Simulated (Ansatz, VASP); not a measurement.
## MgZnO4: VASP beside Ansatz

Contents of INCAR:

```
SYSTEM = MgZnO4
PREC = Accurate ; ENCUT = 600
EDIFF = 1E-6 ; ISMEAR = 0
SIGMA = 0.1 ; LREAL = .FALSE.
LASPH = .TRUE. ; NELM = 100
ALGO = Normal ; ISIF = 3
LWAVE = .FALSE. ; LCHARG = .FALSE.
GGA = PE ; IBRION = 2
NSW = 100 ; EDIFFG = -0.01
```

KPOINTS

```
regular mesh
0
G
  10 10 10
  0 0 0
```

Contents of POSCAR:

```
MgZnO4
1.0
    0.0000000000      3.1191181529      3.1191181529
    3.1191181529      0.0000000000      3.1191181529
    3.1191181529      3.1191181529      0.0000000000
Mg Zn O
1 1 4
Direct
    0.7500000000      0.7500000000      0.7500000000
    0.0000000000      0.0000000000      0.0000000000
    0.3753246688      0.8740259935      0.3753246688
    0.8740259935      0.3753246688      0.3753246688
    0.3753246688      0.3753246688      0.8740259935
    0.3753246688      0.3753246688      0.3753246688
```

Input for Ansatz:

```yaml
crystal:
  lattice:
    - [0.0, 3.1191181529, 3.1191181529]
    - [3.1191181529, 0.0, 3.1191181529]
    - [3.1191181529, 3.1191181529, 0.0]
  atoms:
    - { symbol: Mg, position: [0.75, 0.75, 0.75] }
    - { symbol: Zn, position: [0.0, 0.0, 0.0] }
    - { symbol: O, position: [0.3753246688, 0.8740259935, 0.3753246688] }
    - { symbol: O, position: [0.8740259935, 0.3753246688, 0.3753246688] }
    - { symbol: O, position: [0.3753246688, 0.3753246688, 0.8740259935] }
    - { symbol: O, position: [0.3753246688, 0.3753246688, 0.3753246688] }
basis:
  ecutwfc: 420
kpoints:
  mp_grid: { grid: [10, 10, 10] }
hamiltonian:
  xc: pbe
scf:
  occupations: { method: gaussian, width: 0.1 }
output:
  forces: true
  stress: true
  eigenvalues: true
  write_density: true
  write_potential: true
  elf: true
  volumetric_format: npy
relax:
  adjacent_minimum: "off"
  f_tol: 0.01
  max_steps: 80
  cell: { stress_tol: 0.05 }
```

Change from the starting cell: species swapped into the YbNi4Au type (F-43m, No. 216).

Alike in both runs: task relaxation of cell and atoms; functional PBE; k mesh 10 × 10 × 10; occupations gaussian, width 0.1 eV; no spin polarisation.

|  | VASP | Ansatz |
| --- | --- | --- |
| version | VASP 6.6.1 | Ansatz 0.2.0 |
| potentials or method | VASP PAW PBE potentials, release 64 (Mg, Zn, O), cutoff 600 eV | scalar-relativistic, plane waves, PAW |
| valence electrons in the cell | 38 | 46 |

```csv
,VASP,Ansatz,Ansatz less VASP
"gap on the k mesh at the Fermi level, each at its own relaxed structure (eV)",none,none,-
relaxed volume (Å³/atom),10.10,10.13,+0.031
relaxed cell length with the largest relative difference (Å),4.408,4.413,+0.0045
```

A gap of «none» marks a metal or a gap that the smearing closes. VASP's potentials hold 38 valence electrons a cell and Ansatz's 46, so a difference there can come from the potentials and not from the codes.
